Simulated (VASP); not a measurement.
# Ge (Fd-3m) in VASP: single point with LDA

Aim: the single point of Ge with LDA.

Everything below comes from runs of VASP 6.6.1. Logs are shortened: lines on timing, memory, paths and dates and some standing lists are left out, and cuts for length are marked.

### 1 The cell of the first run

The structure is cubic, space group Fd-3m (No. 227). The conventional cell has a = 5.622 Å, b = 5.622 Å, c = 5.622 Å, α = 90.00°, β = 90.00°, γ = 90.00°. Within 3.2 Å of Ge (site symmetry -43m) lie 4 Ge at 2.43 Å.

### 2 Single point, LDA

Contents of INCAR:

```
SYSTEM = Ge
  ALGO = Normal
  EDIFF = 1E-6
  ENCUT = 500
  GGA = CA
  GGA_COMPAT = .FALSE.
  ISIF = 2
  ISMEAR = 0
  LASPH = .TRUE.
  LCHARG = .TRUE.
  LELF = .TRUE.
  LREAL = .FALSE.
  LVHAR = .TRUE.
  LWAVE = .FALSE.
  NBANDS = 21
  NELM = 120
  PREC = Accurate
  SIGMA = 0.1
```

Contents of KPOINTS:

```
k-points
0
G
  12 12 12
  0 0 0
```

Contents of POSCAR:

```
Ge
1.0
    0.0000000000      2.8107737094      2.8107737094
    2.8107737094      0.0000000000      2.8107737094
    2.8107737094      2.8107737094      0.0000000000
Ge
2
Direct
    0.0000000000      0.0000000000      0.0000000000
    0.2500000000      0.2500000000      0.2500000000
```

Potentials or basis: VASP PAW LDA potentials, release 64 (Ge_d).

Launch:

```bash
cat potpaw_LDA.64/Ge_d/POTCAR > POTCAR
mpirun -np 1 vasp_std > vasp.out
```

OUTCAR:

```text
SYSTEM = Ge
   EDIFF = 1E-6
   ENCUT = 500
   GGA = CA
   ISIF = 2
   ISMEAR = 0
   LASPH = .TRUE.
   LREAL = .FALSE.
   NELM = 120
   PREC = Accurate

 ion  position               nearest neighbor table
   1  0.000  0.000  0.000-   2 2.43   2 2.43   2 2.43   2 2.43
   2  0.250  0.250  0.250-   1 2.43   1 2.43   1 2.43   1 2.43

  LATTYP: Found a face centered cubic cell.
 ALAT       =     5.6215474188

  Lattice vectors:

 A1 = (   0.0000000000,   2.8107737094,   2.8107737094)
 A2 = (   2.8107737094,   0.0000000000,   2.8107737094)
 A3 = (   2.8107737094,   2.8107737094,   0.0000000000)

Analysis of symmetry for initial positions (statically):
=====================================================================
 Subroutine PRICEL returns:
 Original cell was already a primitive cell.

 Routine SETGRP: Setting up the symmetry group for a
 face centered cubic supercell.

 Subroutine GETGRP returns: Found 48 space group operations
 (whereof 24 operations were pure point group operations)
 out of a pool of 48 trial point group operations.

The static configuration has the point symmetry T_d .
 The point group associated with its full space group is O_h .

Analysis of symmetry for dynamics (positions and initial velocities):
=====================================================================
 Subroutine PRICEL returns:
 Original cell was already a primitive cell.

 Routine SETGRP: Setting up the symmetry group for a
 face centered cubic supercell.

 Subroutine GETGRP returns: Found 48 space group operations
 (whereof 24 operations were pure point group operations)
 out of a pool of 48 trial point group operations.

The dynamic configuration has the point symmetry T_d .
 The point group associated with its full space group is O_h .

 Subroutine INISYM returns: Found 48 space group operations
 (whereof 24 operations are pure point group operations),
 and found     1 'primitive' translations

----------------------------------------------------------------------------------------

                                     Primitive cell

  volume of cell :      44.4127

  direct lattice vectors                    reciprocal lattice vectors
     0.000000000  2.810773709  2.810773709    -0.177886963  0.177886963  0.177886963
     2.810773709  0.000000000  2.810773709     0.177886963 -0.177886963  0.177886963
     2.810773709  2.810773709  0.000000000     0.177886963  0.177886963 -0.177886963

  length of vectors
     3.975034301  3.975034301  3.975034301     0.308109259  0.308109259  0.308109259

  position of ions in fractional coordinates (direct lattice)
     0.000000000  0.000000000  0.000000000
     0.250000000  0.250000000  0.250000000

  ion indices of the primitive-cell ions
   primitive index   ion index
                 1           1
                 2           2

----------------------------------------------------------------------------------------

 KPOINTS: k-points

Automatic generation of k-mesh.
 Grid dimensions read from file:
 generate k-points for:   12   12   12

 Generating k-lattice:

  Cartesian coordinates                     Fractional coordinates (reciprocal lattice)
    -0.014823914  0.014823914  0.014823914     0.083333333  0.000000000  0.000000000
     0.014823914 -0.014823914  0.014823914     0.000000000  0.083333333  0.000000000
     0.014823914  0.014823914 -0.014823914     0.000000000  0.000000000  0.083333333

  Length of vectors
     0.025675772  0.025675772  0.025675772

  Shift w.r.t. Gamma in fractional coordinates (k-lattice)
     0.000000000  0.000000000  0.000000000

 Subroutine IBZKPT returns following result:
 ===========================================

 Found     72 irreducible k-points:

 Following reciprocal coordinates:
            Coordinates               Weight
  0.000000  0.000000  0.000000      1.000000
  0.083333  0.000000  0.000000      8.000000
  0.166667  0.000000  0.000000      8.000000
  0.250000  0.000000  0.000000      8.000000
  0.333333  0.000000  0.000000      8.000000
  0.416667  0.000000  0.000000      8.000000
[... 16 lines left out ...]
  0.500000  0.166667  0.000000     24.000000
 -0.416667  0.166667  0.000000     24.000000
 [... further k-points ...]
   k-points           NKPTS =     72   k-points in BZ     NKDIM =     72   number of bands    NBANDS=     21
   number of dos      NEDOS =    301   number of ions     NIONS =      2
   total plane-waves  NPLWV =  27000
   dimension x,y,z NGX =    30 NGY =   30 NGZ =   30
   dimension x,y,z NGXF=    60 NGYF=   60 NGZF=   60
   ions per type =               2
   NGX,Y,Z   is equivalent  to a cutoff of  12.55, 12.55, 12.55 a.u.
   NGXF,Y,Z  is equivalent  to a cutoff of  25.09, 25.09, 25.09 a.u.
 SYSTEM =  Ge
   PREC   = accura    normal or accurate (medium, high low for compatibility)
   ISTART =      0    job   : 0-new  1-cont  2-samecut
   ICHARG =      2    charge: 1-file 2-atom 10-const
   ISPIN  =      1    spin polarized calculation?
   LNONCOLLINEAR =      F non collinear calculations
   LSORBIT =      F    spin-orbit coupling
   LASPH  =      T    aspherical Exc in radial PAW
   ENCUT  =  500.0 eV  36.75 Ry    6.06 a.u.   7.25  7.25  7.25*2*pi/ulx,y,z
   NELM   =    120;   NELMIN=  2; NELMDL= -5     # of ELM steps
   EDIFF  = 0.1E-05   stopping-criterion for ELM
   LREAL  =      F    real-space projection
   EDIFFG = 0.1E-04   stopping-criterion for IOM
   NSW    =      0    number of steps for IOM
   IBRION =     -1    ionic relax: 0-MD 1-quasi-New 2-CG
   NFREE  =      0    steps in history (QN), initial steepest desc. (CG)
   ISIF   =      2    stress and relaxation
   ISYM   =      2    0-nonsym 1-usesym 2-fastsym
   POTIM  = 0.5000    time-step for ionic-motion
   TEBEG  =    0.0;   TEEND  =   0.0 temperature during run
   PSTRESS=    0.0 pullay stress
   NELECT =      28.0000    total number of electrons
   NUPDOWN=      -1.0000    fix difference up-down
   EMIN   =  10.00;   EMAX   =-10.00  energy-range for DOS
   EFERMI =   0.00;   METHOD = LEGACY
   ISMEAR =     0;   SIGMA  =   0.10  broadening in eV -4-tet -1-fermi 0-gaus
   EFERMI_NEDOS =   21; number of points for ismear=-14 and -15
   IALGO  =     38    algorithm
   IMIX   =      4    mixing-type and parameters
     AMIX     =   0.40;   BMIX     =  1.00
     AMIX_MAG =   1.60;   BMIX_MAG =  1.00
  volume/ion in A,a.u.               =      22.21       149.86
  Fermi-wavevector in a.u.,A,eV,Ry     =   1.403756  2.652714 26.810701  1.970531
  Thomas-Fermi vector in A             =   2.526386
   LORBIT       =      0    0 simple, 1 ext, 2 COOP (PROOUT), +10 PAW based schemes
   GGA     = CA    functional components
   LHFCALC =     F    Hartree Fock is set to
   AEXX    =    0.0000 exact exchange contribution
   IVDW    =     0    specifies the selected vdW correction
   LEPSILON=     F    determine dielectric tensor
   LRPA    =     F    only Hartree local field effects (RPA)
 non-spin polarized calculation
 Gauss-broadening in eV      SIGMA  =   0.10
  energy-cutoff  :      500.00
  volume of cell :       44.41
 maximum number of plane-waves:      1158
 NGX is ok and might be reduce to    30
   NGX = 15   NGY = 15   NGZ = 15

 number of electron      28.0000032 magnetization

 Free energy of the ion-electron system (eV)
  ---------------------------------------------------
  ext. energy  EPLUGINS =         0.00000000
  ---------------------------------------------------
  free energy    TOTEN  =       -10.39085753 eV

  energy without entropy =      -10.39063991  energy(sigma->0) =      -10.39074872

 E-fermi :   4.9463     XC(G=0): -10.3796

 val. band max:        4.9460015759   @ k =   0.0000   0.0000   0.0000
 cond. band min:       5.0386957880   @ k =   0.5000   0.0000   0.0000
 fundamental gap:      0.0926942121
 Fermi energy:         4.9463020040

 k-point     1 :       0.0000    0.0000    0.0000
  band No.  band energies     occupation
      1     -20.0551      2.00000
      2     -20.0551      2.00000
      3     -20.0551      2.00000
      4     -20.0168      2.00000
      5     -20.0168      2.00000
      6     -19.7955      2.00000
[... 13 lines left out ...]
     20      14.5162      0.00000
     21      14.5162      0.00000

 k-point     2 :       0.0833    0.0000    0.0000
  band No.  band energies     occupation
      1     -20.0596      2.00000
      2     -20.0596      2.00000
      3     -20.0539      2.00000
      4     -20.0107      2.00000
      5     -20.0107      2.00000
      6     -19.8024      2.00000
[... 13 lines left out ...]
     20      13.8879      0.00000
     21      13.8879      0.00000

 k-point     3 :       0.1667    0.0000    0.0000
  band No.  band energies     occupation
      1     -20.0676      2.00000
      2     -20.0676      2.00000
      3     -20.0506      2.00000
      4     -19.9985      2.00000
      5     -19.9985      2.00000
      6     -19.8130      2.00000
[... 13 lines left out ...]
     20      13.3023      0.00000
     21      13.3023      0.00000

 k-point     4 :       0.2500    0.0000    0.0000
  band No.  band energies     occupation
      1     -20.0742      2.00000
      2     -20.0742      2.00000
      3     -20.0460      2.00000
      4     -19.9867      2.00000
      5     -19.9867      2.00000
      6     -19.8220      2.00000
[... 13 lines left out ...]
     20      13.2796      0.00000
     21      13.2796      0.00000

 k-point     5 :       0.3333    0.0000    0.0000
  band No.  band energies     occupation
      1     -20.0782      2.00000
      2     -20.0782      2.00000
      3     -20.0414      2.00000
      4     -19.9784      2.00000
      5     -19.9784      2.00000
      6     -19.8278      2.00000
[... 13 lines left out ...]
     20      13.9338      0.00000
     21      13.9338      0.00000

 k-point     6 :       0.4167    0.0000    0.0000
  band No.  band energies     occupation
      1     -20.0802      2.00000
      2     -20.0802      2.00000
      3     -20.0379      2.00000
      4     -19.9741      2.00000
      5     -19.9741      2.00000
      6     -19.8304      2.00000
[... 13 lines left out ...]
     20      15.1126      0.00000
     21      15.1126      0.00000

 k-point     7 :       0.5000    0.0000    0.0000
  band No.  band energies     occupation
      1     -20.0807      2.00000
      2     -20.0807      2.00000
      3     -20.0367      2.00000
      4     -19.9729      2.00000
      5     -19.9729      2.00000
      6     -19.8311      2.00000
[... 13 lines left out ...]
     20      16.0579      0.00000
     21      16.1898      0.00000
[... 291 lines left out ...]
      1     -20.0762      2.00000
      2     -20.0704      2.00000
      3     -20.0562      2.00000
      4     -19.9901      2.00000
      5     -19.9623      2.00000
      6     -19.8650      2.00000
[... 13 lines left out ...]
     20      14.1316      0.00000
     21      14.9738      0.00000

 k-point    21 :       0.3333    0.1667    0.0000
  band No.  band energies     occupation
      1     -20.0864      2.00000
      2     -20.0759      2.00000
      3     -20.0440      2.00000
      4     -19.9786      2.00000
      5     -19.9506      2.00000
      6     -19.8755      2.00000
[... 13 lines left out ...]
     20      14.5772      0.00000
     21      15.2845      0.00000

 k-point    22 :       0.4167    0.1667    0.0000
  band No.  band energies     occupation
      1     -20.0940      2.00000
      2     -20.0806      2.00000
      3     -20.0306      2.00000
      4     -19.9679      2.00000
      5     -19.9461      2.00000
      6     -19.8774      2.00000
[... 13 lines left out ...]
     20      15.1773      0.00000
     21      16.1654      0.00000

 k-point    23 :       0.5000    0.1667    0.0000
  band No.  band energies     occupation
      1     -20.0982      2.00000
      2     -20.0844      2.00000
      3     -20.0192      2.00000
      4     -19.9586      2.00000
      5     -19.9499      2.00000
      6     -19.8700      2.00000
[... 13 lines left out ...]
     20      15.9397      0.00000
     21      16.2210      0.00000

 k-point    24 :      -0.4167    0.1667    0.0000
  band No.  band energies     occupation
      1     -20.0984      2.00000
      2     -20.0870      2.00000
      3     -20.0132      2.00000
      4     -19.9597      2.00000
      5     -19.9519      2.00000
      6     -19.8558      2.00000
[... 13 lines left out ...]
     20      14.6466      0.00000
     21      15.2288      0.00000

 [... further k-points ...]

------------------------ aborting loop because EDIFF is reached ----------------------------------------

  FORCE on cell =-STRESS in cart. coord.  units (eV):
  Direction    XX          YY          ZZ          XY          YZ          ZX
  --------------------------------------------------------------------------------------
  -------------------------------------------------------------------------------------
  Total        0.0428591      0.0428591      0.0428591     -0.0000000     -0.0000000      0.0000000
  in kB        1.5461304      1.5461304      1.5461304     -0.0000000     -0.0000000      0.0000000
  external PRESSURE =       1.5461304 kB  Pullay stress =       0.0000000 kB

 VOLUME and BASIS-vectors are now :
 -----------------------------------------------------------------------------
  energy-cutoff  :      500.00
  volume of cell :       44.41
      direct lattice vectors                 reciprocal lattice vectors
     0.000000000  2.810773709  2.810773709    -0.177886963  0.177886963  0.177886963
     2.810773709  0.000000000  2.810773709     0.177886963 -0.177886963  0.177886963
     2.810773709  2.810773709  0.000000000     0.177886963  0.177886963 -0.177886963

 POSITION                                       TOTAL-FORCE (eV/Angst)
 -----------------------------------------------------------------------------------
      0.00000      0.00000      0.00000        -0.000000      0.000000      0.000000
      1.40539      1.40539      1.40539         0.000000     -0.000000     -0.000000
 -----------------------------------------------------------------------------------
    total drift:                                0.000000      0.000000      0.000000

  FREE ENERGIE OF THE ION-ELECTRON SYSTEM (eV)
  ---------------------------------------------------
  free  energy   TOTEN  =       -10.3908575305 eV

  energy  without entropy=      -10.3906399116  energy(sigma->0) =      -10.39074872
```

It took 35 s on 1 thread of Intel Xeon Platinum 8559C (Emerald Rapids), shared host; peak memory 0.18 GiB.

Results:

- Free energy: -10.3909 eV
- Pressure: 0.2 GPa
